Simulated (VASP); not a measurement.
Here is a VASP 6.6.1 calculation.

The input INCAR:

```
PREC = Accurate ; ENCUT = 520
EDIFF = 1E-6 ; ISMEAR = 0
SIGMA = 0.05 ; LREAL = False
LASPH = True ; NELM = 80
ALGO = Normal ; ISIF = 2
LWAVE = False ; LCHARG = True
GGA = PE ; LELF = True
LVHAR = True ; NBANDS = 20
```

KPOINTS

```
regular mesh
0
Gamma
  8 8 8
```

Contents of POSCAR:

```
CdF2
1.0
    0.0000000000      2.6940000000      2.6940000000
    2.6940000000      0.0000000000      2.6940000000
    2.6940000000      2.6940000000      0.0000000000
Cd F
1 2
Direct
   -0.0185597624      0.0185597624     -0.0185597624
    0.2500000000      0.2500000000      0.2500000000
    0.7500000000      0.7500000000      0.7500000000
```

Potentials or basis: VASP PAW PBE potentials, release 64 (Cd, F).

Launch:

```bash
$ cat potpaw_PBE.64/Cd/POTCAR potpaw_PBE.64/F/POTCAR > POTCAR
$ mpirun -np 1 vasp_std > vasp.out
```

Question: Predict the largest force.

Answer: 0.590 eV/Å.

Question: What does it give for the pressure?

Answer: 6.8 GPa.

Question: Predict the band gap on the k mesh.

Answer: 3.06 eV, indirect (least direct gap 3.57 eV).

Forces in eV/Å, atoms in the order of the input:
```
Cd   0.000  0.590  0.000
F    0.000 -0.295  0.000
F    0.000 -0.295  0.000
```

Caveat: the cell differs from its parent crystal (all Cd atoms moved -0.100 Å, as atom 1 along Cartesian [0 1 0]). A k mesh can miss the band edges.
